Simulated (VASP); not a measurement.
Wanted: the native input for a VASP 6.6.1 run.

* Task: single point
* Functional: PBE0
* Potentials or basis: VASP PAW PBE potentials, release 64 (Au)
* Cutoff: 520 eV
* k mesh: 6 × 6 × 6
* Occupations: fermi-dirac, width 0.05 eV
* Spin: no spin polarisation
* Dipole correction: no
* Grid for exact exchange (PRECFOCK): Normal
* Further INCAR settings: ALGO = Normal; EDIFF = 1e-07; NBANDS = 12
* Share of exact exchange: 0.25

Crystal: Au.

```
Au
1.0
    -1.64022    1.64022    1.64022
     1.64022   -1.64022    1.64022
     1.64022    1.64022   -1.64022
Au
1
Direct
  0.00000 0.00000 0.00000
```

This isn't the form of Au at room conditions, which is fcc.

These files were run (other wordings do the same):

POSCAR

```
Au
1.0
   -1.6402224082      1.6402224082      1.6402224082
    1.6402224082     -1.6402224082      1.6402224082
    1.6402224082      1.6402224082     -1.6402224082
Au
1
Direct
    0.0000000000      0.0000000000      0.0000000000
```

INCAR.step1

```
SYSTEM = Au
ALGO = Normal ; EDIFF = 1E-5
ENCUT = 520 ; GGA = PE
ISIF = 2 ; ISMEAR = -1
LASPH = .TRUE. ; LCHARG = .FALSE.
LREAL = .FALSE. ; LWAVE = .TRUE.
NBANDS = 12 ; NELM = 60
PREC = Accurate ; SIGMA = 0.05
```

INCAR.step2

```
SYSTEM = Au
AEXX = 0.25 ; ALGO = Normal
EDIFF = 1E-7 ; ENCUT = 520
GGA = PE ; ISIF = 2
ISMEAR = -1 ; ISTART = 1
LASPH = .TRUE. ; LCHARG = .FALSE.
LHFCALC = .TRUE. ; LREAL = .FALSE.
LWAVE = .FALSE. ; NBANDS = 12
NELM = 60 ; PREC = Accurate
PRECFOCK = Normal ; SIGMA = 0.05
```

KPOINTS

```
k-points
0
G
  6 6 6
  0 0 0
```

Potentials or basis: VASP PAW PBE potentials, release 64 (Au).

Command:

```sh
$ cat potpaw_PBE.64/Au/POTCAR > POTCAR
$ cp INCAR.step1 INCAR
$ mpirun -np 1 vasp_std > vasp.out
$ cp INCAR.step2 INCAR
$ mpirun -np 1 vasp_std > vasp.out
```

Results of the run:

```
Pressure               : -0.2 GPa
Band gap on the k mesh : zero (an odd number of electrons rules out a gap without spin polarisation)
```

Caveat: the k points lie up to 0.45 Å⁻¹ apart, too coarse for converged energies and pressures of a metal; the PAW data sets were made with another functional, which shifts forces and pressure a little; spin-orbit coupling is left out, which moves the levels of the heavy elements.

Wall time 7 min on 1 thread of Intel(R) Xeon(R) Platinum 8259CL CPU @ 2.50GHz (Skylake/Cascade Lake), with other jobs on the host, peak memory 0.15 GiB.
